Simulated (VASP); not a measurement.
Write the native input for VASP 6.6.1 that does the following.

```
Task                            : G0W0 quasiparticle levels
Functional                      : PBE
Potentials or basis             : VASP PAW PBE potentials, release 64 (Se_GW, Li_GW)
Cutoff                          : 500 eV
k mesh                          : 6 × 6 × 6
Occupations                     : gaussian, width 0.01 eV
Spin                            : no spin polarisation
Dipole correction               : no
GW scheme                       : G0W0
GW iterations                   : 1
Cutoff of the response function : 100
Frequency points                : 96
Empty bands                     : 121
Further INCAR settings          : ALGO = EVGW0; EDIFF = 1e-08; NBANDS = 125
```

Crystal: Li2Se.

```
CELL_PARAMETERS angstrom
0.00000 2.99352 2.99352
2.99352 0.00000 2.99352
2.99352 2.99352 0.00000
ATOMIC_POSITIONS crystal
Se 0.00000 0.00000 0.00000
Li 0.25000 0.25000 0.25000
Li 0.75000 0.75000 0.75000
```

The input as run:

POSCAR

```
Li2Se
1.0
    0.0000000000      2.9935210577      2.9935210577
    2.9935210577      0.0000000000      2.9935210577
    2.9935210577      2.9935210577      0.0000000000
Se Li
1 2
Direct
    0.0000000000      0.0000000000      0.0000000000
    0.2500000000      0.2500000000      0.2500000000
    0.7500000000      0.7500000000      0.7500000000
```

INCAR.step1

```
SYSTEM = Li2Se
ALGO = Normal ; EDIFF = 1E-8
ENCUT = 500 ; GGA = PE
ISMEAR = 0 ; LASPH = .True.
LCHARG = .False. ; LREAL = .False.
LWAVE = .True. ; NELM = 60
PREC = Accurate ; SIGMA = 0.01
```

INCAR.step2

```
SYSTEM = Li2Se
ALGO = Exact ; EDIFF = 1E-8
ENCUT = 500 ; GGA = PE
ISMEAR = 0 ; ISTART = 1
LASPH = .True. ; LCHARG = .False.
LOPTICS = .True. ; LREAL = .False.
LWAVE = .True. ; NBANDS = 125
NELM = 1 ; PREC = Accurate
SIGMA = 0.01
```

INCAR.step3

```
SYSTEM = Li2Se
ALGO = EVGW0 ; EDIFF = 1E-8
ENCUT = 500 ; ENCUTGW = 100.0
GGA = PE ; ISMEAR = 0
ISTART = 1 ; LASPH = .True.
LCHARG = .False. ; LREAL = .False.
LWAVE = .False. ; NBANDS = 125
NBANDSGW = 12 ; NELMGW = 1
NOMEGA = 96 ; OMEGAMAX = 30
PREC = Accurate ; PRECFOCK = Fast
SIGMA = 0.01
```

KPOINTS

```
k-points
0
Gamma
  6 6 6
  0 0 0
```

Potentials or basis: VASP PAW PBE potentials, release 64 (Se_GW, Li_GW).

Launch:

```console
$ cat potpaw_PBE.64/Se_GW/POTCAR potpaw_PBE.64/Li_GW/POTCAR > POTCAR
$ cp INCAR.step1 INCAR
$ mpirun -np 1 vasp_std > vasp.out
$ cp INCAR.step2 INCAR
$ mpirun -np 1 vasp_std > vasp.out
$ cp INCAR.step3 INCAR
$ mpirun -np 1 vasp_std > vasp.out
```

It gave:

* Quasiparticle gap: 4.35 eV
* Least direct quasiparticle gap: 4.94 eV
* Band gap of the starting levels on the mesh: 2.97 eV
* Least direct gap of the starting levels on the mesh: 3.41 eV

Caveat: bands, screening cutoff and mesh are small and nothing is extrapolated, so the quasiparticle values aren't converged; the structure was generated, so it needn't be the stable form of Li2Se.

Wall time 24 min on 1 thread of Intel Xeon 8259CL (shared host), peak memory 0.91 GiB.
